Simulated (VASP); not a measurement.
# Hf8HO16 (a cell with a defect) in VASP: notebook

Hf8HO16 (a cell with a defect) is run at these levels: PBE; tasks: single point.

Program: VASP 6.6.1. These are calculated values, not measurements. Logs are shortened: lines on timing, memory, paths and dates and some standing lists are left out, and cuts for length are marked.

## Step 1: The cell of the first run

The cell holds a defect, 25 atoms: a = 7.192 Å, b = 7.352 Å, c = 7.330 Å, α = 58.66°, β = 60.82°, γ = 60.52°.

## Step 2: Single point, PBE

INCAR reads:

```
PREC     = Accurate       # precision mode
ENCUT    = 520            # plane-wave cutoff, eV
EDIFF    = 1E-6           # SCF threshold, eV
ISMEAR   = -1             # smearing method
SIGMA    = 0.01           # smearing width, eV
LREAL    = False          # projectors in reciprocal space
LASPH    = True           # aspherical terms in the spheres
NELM     = 120            # most SCF steps
ALGO     = Normal         # electronic algorithm
ISIF     = 2              # what is computed and relaxed
LWAVE    = False          # write WAVECAR
LCHARG   = False          # write CHGCAR
GGA      = PE             # functional
NELECT   = 178.0        
NBANDS   = 106            # bands
GGA_COMPAT= False
```

KPOINTS reads:

```
regular mesh
0
Gamma
  1 1 1
```

POSCAR reads:

```
Hf8HO16
1.0
    0.0000000000      5.0697034800      5.1017273300
    5.2943205200      0.0000000000      5.1017273300
    5.2943205200      5.0697034800      0.0000000000
Hf O H
8 16 1
Direct
    0.2526154143      0.0119371853      0.0099664412
    0.7583479372      0.5090664527      0.5145576220
    0.2743803297      0.4822540857      0.9803995721
    0.7784453716      0.9504802028      0.4789563340
    0.2255461389      0.0235741489      0.4994723591
    0.7350473779      0.5065477138      0.0129553950
    0.2563110361      0.4921451619      0.4644513979
    0.7562991961      1.0037879831      0.9577848502
    0.0507265514      0.3324618471      0.0445039207
    0.5335531015      0.8195061218      0.5450396997
    0.4019737713      0.4587629267      0.6603372047
    0.9115709401      1.0418425314      0.0973829169
    0.1214494458      0.3713907386      0.3453462660
    0.6160070669      0.8787330944      0.8373227781
    0.3390947371      0.6547364826      0.1091476139
    0.8481059511      0.1511574642      0.6070480733
    0.1271936120      0.8562925544      0.3986433125
    0.6199937933      0.3702871005      0.8933980415
    0.4091079433      0.0808595007      0.1427411825
    0.9126093256      0.5549899637      0.6763052961
    0.2292865972      0.1497363839      0.6983693355
    0.7096183233      0.6552675820      0.2057483123
    0.0813584908      0.7901714173      0.8354984160
    0.5810802106      0.2762359060      0.3380864418
    0.9090779885      0.7302275578      0.3343944141
```

Potentials or basis: VASP PAW PBE potentials, release 64 (Hf_pv, O, H).

Started as:

```
> cat potpaw_PBE.64/Hf_pv/POTCAR potpaw_PBE.64/O/POTCAR potpaw_PBE.64/H/POTCAR > POTCAR
> mpirun -np 1 vasp_gam > vasp.out
```

OUTCAR:

```text
PREC = Accurate
   ENCUT = 520
   EDIFF = 1E-6
   ISMEAR = -1
   LREAL = False
   LASPH = True
   NELM = 120
   ISIF = 2
   GGA = PE
   NELECT = 178.0

 ion  position               nearest neighbor table
   1  0.253  0.012  0.010-  21 2.02  12 2.14  19 2.15   9 2.15  15 2.16  14 2.22  17 2.32   8 3.43
                             3 3.43   4 3.48   7 3.53   5 3.54   6 3.63   7 3.71   6 3.71   5 3.80
   2  0.758  0.509  0.515-  25 1.92  22 2.07  10 2.10  16 2.17  20 2.20  13 2.22  18 2.26  11 2.39
                             4 3.19   7 3.36   8 3.44   3 3.49   5 3.51   6 3.57   6 3.77   8 3.80
   3  0.274  0.482  0.980-  23 2.01  18 2.06   9 2.12  11 2.13  13 2.19  15 2.23  19 2.39   1 3.43
                             2 3.49   7 3.52   8 3.53   6 3.53   5 3.53   6 3.69   5 3.69   8 3.81
   4  0.778  0.950  0.479-  25 1.99  24 2.08  17 2.10  10 2.15  14 2.17  12 2.29  20 2.39  16 2.44
                             2 3.19   7 3.43   1 3.48   6 3.55   5 3.59   8 3.65   5 3.68   6 3.71
   5  0.226  0.024  0.499-  10 2.05  13 2.08  21 2.11  19 2.19  17 2.21  23 2.23  16 2.25   8 3.41
                             7 3.43   2 3.51   3 3.53   1 3.54   4 3.59   4 3.68   3 3.69   1 3.80
   6  0.735  0.507  0.013-   9 2.05  20 2.08  22 2.09  24 2.20  18 2.21  14 2.23  15 2.36  12 2.82
                             7 3.42   3 3.53   8 3.54   4 3.55   2 3.57   1 3.63   3 3.69   4 3.71
   7  0.256  0.492  0.464-  11 2.02  15 2.13  24 2.15  20 2.15  17 2.22  13 2.23  21 2.23   2 3.36
                             6 3.42   5 3.43   4 3.43   3 3.52   1 3.53   1 3.71   3 3.81   2 3.87
   8  0.756  0.004  0.958-  12 2.02  16 2.09  19 2.12  23 2.13  18 2.23  14 2.30  22 2.32   5 3.41
                             1 3.43   2 3.44   3 3.53   6 3.54   4 3.65   4 3.71   2 3.80   1 3.80
   9  0.051  0.332  0.045-   6 2.05   3 2.12   1 2.15
  10  0.534  0.820  0.545-   5 2.05   2 2.10   4 2.15
  11  0.402  0.459  0.660-   7 2.02   3 2.13   2 2.39
  12  0.912  0.042  0.097-   8 2.02   1 2.14   4 2.29   6 2.82
  13  0.121  0.371  0.345-   5 2.08   3 2.19   2 2.22   7 2.23
  14  0.616  0.879  0.837-   4 2.17   1 2.22   6 2.23   8 2.30
  15  0.339  0.655  0.109-   7 2.13   1 2.16   3 2.23   6 2.36
  16  0.848  0.151  0.607-   8 2.09   2 2.17   5 2.25   4 2.44
  17  0.127  0.856  0.399-   4 2.10   5 2.21   7 2.22   1 2.32
  18  0.620  0.370  0.893-   3 2.06   6 2.21   8 2.23   2 2.26
  19  0.409  0.081  0.143-   8 2.12   1 2.15   5 2.19   3 2.39
  20  0.913  0.555  0.676-   6 2.08   7 2.15   2 2.20   4 2.39
  21  0.229  0.150  0.698-   1 2.02   5 2.11   7 2.23
  22  0.710  0.655  0.206-   2 2.07   6 2.09   8 2.32
  23  0.081  0.790  0.835-   3 2.01   8 2.13   5 2.23
  24  0.581  0.276  0.338-   4 2.08   7 2.15   6 2.20
  25  0.909  0.730  0.334-   2 1.92   4 1.99

  LATTYP: Found a face centered orthorhombic cell.
 ALAT       =    10.1394069600
 B/A-ratio  =     1.0063167107
 C/A-ratio  =     1.0443057549

  Lattice vectors:

 A1 = (  -5.2943205200,   0.0000000000,  -5.1017273300)
 A2 = (  -5.2943205200,   5.0697034800,   0.0000000000)
 A3 = (   0.0000000000,   5.0697034800,  -5.1017273300)

Analysis of symmetry for initial positions (statically):
[... 162 lines left out ...]
   ISMEAR =    -1;   SIGMA  =   0.01  broadening in eV -4-tet -1-fermi 0-gaus
   EFERMI_NEDOS =   21; number of points for ismear=-14 and -15
   IALGO  =     38    algorithm
   IMIX   =      4    mixing-type and parameters
     AMIX     =   0.40;   BMIX     =  1.00
     AMIX_MAG =   1.60;   BMIX_MAG =  1.00
  volume/ion in A,a.u.               =      10.95        73.93
  Fermi-wavevector in a.u.,A,eV,Ry     =   1.418082  2.679787 27.360743  2.010958
  Thomas-Fermi vector in A             =   2.539245
   LORBIT       =      0    0 simple, 1 ext, 2 COOP (PROOUT), +10 PAW based schemes
   GGA     = PE    functional components
   LHFCALC =     F    Hartree Fock is set to
   AEXX    =    0.0000 exact exchange contribution
   IVDW    =     0    specifies the selected vdW correction
   LEPSILON=     F    determine dielectric tensor
   LRPA    =     F    only Hartree local field effects (RPA)
 non-spin polarized calculation
  energy-cutoff  :      520.00
  volume of cell :      273.87
 maximum number of plane-waves:      3694
 NGX is ok and might be reduce to    54
   NGX = 27   NGY = 27   NGZ = 27

 number of electron     177.9999996 magnetization

 Free energy of the ion-electron system (eV)
  ---------------------------------------------------
  ext. energy  EPLUGINS =         0.00000000
  ---------------------------------------------------
  free energy    TOTEN  =      -238.42595350 eV

  energy without entropy =     -238.42595350  energy(sigma->0) =     -238.42595350

 E-fermi :   4.1886     XC(G=0): -11.6813

 val. band max:        3.9445391768   @ k =   0.0000   0.0000   0.0000
 cond. band min:       7.7999153787   @ k =   0.0000   0.0000   0.0000
 fundamental gap:      3.8553762019
 Fermi energy:         4.1886318126

 k-point     1 :       0.0000    0.0000    0.0000
  band No.  band energies     occupation
      1     -26.4385      2.00000
      2     -26.3883      2.00000
      3     -26.3778      2.00000
      4     -26.3458      2.00000
      5     -26.2953      2.00000
      6     -26.2618      2.00000
[... 93 lines left out ...]
    100       9.0100      0.00000
    101       9.0501      0.00000
 [bands above 101 left out]

------------------------ aborting loop because EDIFF is reached ----------------------------------------

  FORCE on cell =-STRESS in cart. coord.  units (eV):
  Direction    XX          YY          ZZ          XY          YZ          ZX
  --------------------------------------------------------------------------------------
  -------------------------------------------------------------------------------------
  Total        4.3444375      8.4437019      8.1497958      0.3643769     -0.2633102     -1.8185218
  in kB       25.4158189     49.3973266     47.6779178      2.1316768     -1.5404166    -10.6387123
  external PRESSURE =      40.8303544 kB  Pullay stress =       0.0000000 kB

 VOLUME and BASIS-vectors are now :
 -----------------------------------------------------------------------------
  energy-cutoff  :      520.00
  volume of cell :      273.87
      direct lattice vectors                 reciprocal lattice vectors
     0.000000000  5.069703480  5.101727330    -0.094440825  0.098625097  0.098006022
     5.294320520  0.000000000  5.101727330     0.094440825 -0.098625097  0.098006022
     5.294320520  5.069703480  0.000000000     0.094440825  0.098625097 -0.098006022

 POSITION                                       TOTAL-FORCE (eV/Angst)
 -----------------------------------------------------------------------------------
      0.11596      1.33121      1.34968         0.041368     -0.031503     -0.014067
      5.41939      6.45325      6.46600         0.054946      0.016118      0.030808
      7.74376      6.36136      3.86014        -0.046554      0.004587     -0.013779
      7.56790      6.37465      8.82051        -0.032760      0.002699     -0.036561
      2.76918      3.67563      1.27094         0.053920      0.013258      0.009351
      2.75042      3.79215      6.33428        -0.007904     -0.005862      0.027184
[... 17 lines left out ...]
      3.25242      4.65990      4.37379         0.024422      0.007791      0.019676
      5.63645      6.30404      8.36329         0.013748      0.004891     -0.016985
 -----------------------------------------------------------------------------------
    total drift:                               -0.000413      0.000464      0.000074

  FREE ENERGIE OF THE ION-ELECTRON SYSTEM (eV)
  ---------------------------------------------------
  free  energy   TOTEN  =      -238.4259535033 eV

  energy  without entropy=     -238.4259535032  energy(sigma->0) =     -238.42595350
```

Run time: 1.9 min. Hardware: 1 thread of AMD EPYC 7R43 (Zen 3), shared host; peak memory 0.35 GiB.

What came out:

```
Free energy   : -238.4260 eV
Largest force : 0.096 eV/Å
```

Forces in eV/Å, atoms in the order of the input:
```
Hf   0.041 -0.032 -0.014
Hf   0.055  0.016  0.031
Hf  -0.047  0.005 -0.014
Hf  -0.033  0.003 -0.037
Hf   0.054  0.013  0.009
Hf  -0.008 -0.006  0.027
Hf  -0.036 -0.021 -0.028
Hf  -0.029 -0.029  0.039
O   -0.024 -0.022  0.028
O   -0.039 -0.031  0.033
O    0.039 -0.044 -0.024
O   -0.039  0.002 -0.020
O   -0.007  0.041  0.013
O    0.003  0.032  0.005
O    0.029  0.037 -0.018
O    0.061  0.074  0.009
O    0.008 -0.046 -0.012
O    0.020 -0.040 -0.017
O   -0.044 -0.032 -0.002
O   -0.005 -0.018 -0.004
O   -0.016  0.022  0.003
O   -0.048  0.031 -0.002
O    0.024  0.032 -0.009
O    0.024  0.008  0.020
H    0.014  0.005 -0.017
```

Levels at points of the mesh, in eV from the Fermi level:
```
           k point  band 85  band 86  band 87  band 88  band 89  band 90  band 91  band 92  band 93  band 94
(0.00, 0.00, 0.00)    -1.38    -1.03    -0.91    -0.85    -0.24     3.61     3.73     3.88     4.01     4.12
```

Caveat: the k points lie up to 1.06 Å⁻¹ apart; the cell carries a net charge on a neutralising background, which shifts energy and pressure; the cell is charged against a uniform background, so pressure and absolute levels hang on convention; spin-orbit coupling is left out, which moves the levels of the heavy elements.

## Step 3: Single point, PBE

INCAR reads:

```
ALGO     = Normal         # electronic algorithm
EDIFF    = 1E-6           # SCF threshold, eV
ENCUT    = 520            # plane-wave cutoff, eV
GGA      = PE             # functional
GGA_COMPAT= F            
ISIF     = 2              # what is computed and relaxed
ISMEAR   = -1             # smearing method
LASPH    = T              # aspherical terms in the spheres
LCHARG   = F              # write CHGCAR
LREAL    = F              # projectors in reciprocal space
LWAVE    = F              # write WAVECAR
NBANDS   = 106            # bands
NELECT   = 178.0        
NELM     = 120            # most SCF steps
PREC     = Accurate       # precision mode
SIGMA    = 0.01           # smearing width, eV
```

KPOINTS reads:

```
k-points
0
Gamma
  1 1 1
```

POSCAR reads:

```
Hf8HO16
1.0
    0.0000000000      5.0697034800      5.1017273300
    5.2943205200      0.0000000000      5.1017273300
    5.2943205200      5.0697034800      0.0000000000
Hf O H
8 16 1
Direct
    0.2589116887      0.0150814494      0.0300044296
    0.7447485353      0.4992803467      0.5033574242
    0.3097805532      0.4845663397      0.9671154857
    0.7809933855      1.0031138311      0.4884998436
    0.2492438533      0.0278771785      0.5077150471
    0.7599570703      0.5595973037     -0.0225948462
    0.2573864911      0.4934465911      0.4647499916
    0.7898533379      1.0107688223      0.9682765615
    0.0586732051      0.3388842308      0.0261197244
    0.4906451056      0.7488508307      0.6235481078
    0.4237933499      0.4105239213      0.6720037502
    0.9176518194      0.9555508677      0.1900585619
    0.1025464761      0.4142395459      0.3355704771
    0.6062236323      0.9109573448      0.8345176641
    0.3824909631      0.6371128012      0.1164713772
    0.8727674487      0.1454758649      0.6072349261
    0.1738916269      0.8660810838      0.3883496711
    0.6747704498      0.3627712117      0.9008272638
    0.4231351744      0.1195273342      0.1198249041
    0.9101875887      0.6288610446      0.6210238593
    0.1451089082      0.1276445739      0.7685572440
    0.7060809780      0.7063312315      0.2019290808
    0.0610879358      0.7610041572      0.8549106589
    0.4849734914      0.1799612229      0.4205403113
    0.7120124052      0.3588190728      0.3175228730
```

Potentials or basis: VASP PAW PBE potentials, release 64 (Hf_pv, O, H).

Started as:

```
> cat potpaw_PBE.64/Hf_pv/POTCAR potpaw_PBE.64/O/POTCAR potpaw_PBE.64/H/POTCAR > POTCAR
> mpirun -np 1 vasp_gam > vasp.out
```

Run time: 1.8 min. Hardware: 1 thread of AMD EPYC 7R43 (Zen 3), shared host; peak memory 0.35 GiB.

The run converged. Its results:

- Free energy: -238.6671 eV
- Largest force: 0.101 eV/Å

Forces on the atoms (eV/Å):
```
Hf   0.069  0.003  0.007
Hf   0.013 -0.019 -0.020
Hf  -0.069 -0.012 -0.012
Hf  -0.015 -0.002 -0.025
Hf   0.061  0.051  0.034
Hf   0.007 -0.037  0.059
Hf  -0.062 -0.026 -0.012
Hf  -0.034  0.025 -0.004
O   -0.029 -0.033 -0.015
O   -0.058 -0.077 -0.027
O    0.031 -0.063  0.030
O    0.052 -0.050  0.003
O    0.042  0.047  0.002
O   -0.041  0.024 -0.016
O    0.017  0.039 -0.017
O    0.024  0.009 -0.007
O    0.012 -0.041  0.042
O   -0.007 -0.029 -0.029
O   -0.022 -0.057  0.009
O    0.023  0.029  0.024
O   -0.067  0.053 -0.007
O   -0.043  0.055  0.011
O    0.055  0.062  0.000
O    0.046  0.042 -0.032
H   -0.002  0.008  0.004
```

Levels at points of the mesh, in eV from the Fermi level:
```tsv
k point	band 86	band 87	band 88	band 89	band 90	band 91	band 92	band 93
(0.00, 0.00, 0.00)	-0.86	-0.73	-0.64	-0.35	4.06	4.10	4.41	4.48
```

Caveat: the k points lie up to 1.06 Å⁻¹ apart; the cell carries a net charge on a neutralising background, which shifts energy and pressure; the cell is charged against a uniform background, so pressure and absolute levels hang on convention; spin-orbit coupling is left out, which moves the levels of the heavy elements.

## Step 4: Single point, PBE

INCAR reads:

```
SYSTEM = Hf8HO16
PREC = Accurate
ENCUT = 520
EDIFF = 1E-6
ISMEAR = -1
SIGMA = 0.01
LREAL = .False.
LASPH = .True.
NELM = 120
ALGO = Normal
ISIF = 2
LWAVE = .False.
LCHARG = .True.
GGA = PE
LELF = .True.
LVHAR = .True.
NELECT = 178.0
NBANDS = 106
GGA_COMPAT = .False.
```

KPOINTS reads:

```
regular mesh
0
Gamma
  1 1 1
  0 0 0
```

POSCAR reads:

```
Hf8HO16
1.0
    0.0000000000      5.0697034800      5.1017273300
    5.2943205200      0.0000000000      5.1017273300
    5.2943205200      5.0697034800      0.0000000000
Hf O H
8 16 1
Direct
    0.2526153605      0.0119371945      0.0099664661
    0.7583479933      0.5090664688      0.5145576165
    0.2743803055      0.4822540166      0.9803995894
    0.7784454232      0.9504801798      0.4789563214
    0.2255461667      0.0235741641      0.4994723703
    0.7350473873      0.5065477805      0.0129553342
    0.2563109914      0.4921451202      0.4644514781
    0.7562992522      1.0037879534      0.9577848227
    0.0507265153      0.3324619371      0.0445039063
    0.5335531065      0.8195060740      0.5450397583
    0.4019737920      0.4587629185      0.6603372526
    0.9115709309      1.0418425613      0.0973829498
    0.1214494785      0.3713906592      0.3453462640
    0.6160070393      0.8787331745      0.8373227322
    0.3390947898      0.6547364505      0.1091475993
    0.8481058757      0.1511574463      0.6070480656
    0.1271935317      0.8562925850      0.3986433364
    0.6199938149      0.3702870592      0.8933980492
    0.4091078414      0.0808595438      0.1427411988
    0.9126092647      0.5549899455      0.6763053596
    0.2292866092      0.1497363912      0.6983694201
    0.7096183201      0.6552676391      0.2057482331
    0.0813585449      0.7901713728      0.8354984308
    0.5810802062      0.2762358981      0.3380863719
    0.9090779568      0.7302276076      0.3343943734
```

Started as:

```
> cat potpaw_PBE.64/Hf_pv/POTCAR potpaw_PBE.64/O/POTCAR potpaw_PBE.64/H/POTCAR > POTCAR
> mpirun -np 1 vasp_gam > vasp.out
```

Wall time 1.9 min (1 thread of AMD EPYC 7R43 (Zen 3), shared host); peak memory 0.36 GiB.

The run converged. Its results:

```
Free energy   : -238.4260 eV
Largest force : 0.096 eV/Å
```

Forces on the atoms (eV/Å):
```
Hf   0.041 -0.031 -0.014
Hf   0.055  0.016  0.031
Hf  -0.047  0.005 -0.014
Hf  -0.033  0.003 -0.037
Hf   0.054  0.013  0.009
Hf  -0.008 -0.006  0.027
Hf  -0.036 -0.021 -0.028
Hf  -0.029 -0.029  0.039
O   -0.024 -0.022  0.028
O   -0.039 -0.031  0.033
O    0.039 -0.044 -0.024
O   -0.039  0.002 -0.020
O   -0.007  0.041  0.013
O    0.003  0.032  0.005
O    0.029  0.037 -0.018
O    0.061  0.074  0.009
O    0.008 -0.046 -0.012
O    0.020 -0.040 -0.017
O   -0.044 -0.032 -0.002
O   -0.005 -0.018 -0.004
O   -0.016  0.022  0.003
O   -0.048  0.031 -0.002
O    0.024  0.032 -0.009
O    0.024  0.008  0.020
H    0.014  0.005 -0.017
```

Levels at points of the mesh, in eV from the Fermi level:
```
           k point  band 85  band 86  band 87  band 88  band 89  band 90  band 91  band 92  band 93  band 94
(0.00, 0.00, 0.00)    -1.38    -1.03    -0.91    -0.85    -0.24     3.61     3.73     3.88     4.01     4.12
```

Caveat: the k points lie up to 1.06 Å⁻¹ apart; the cell carries a net charge on a neutralising background, which shifts energy and pressure; the cell is charged against a uniform background, so pressure and absolute levels hang on convention; spin-orbit coupling is left out, which moves the levels of the heavy elements.
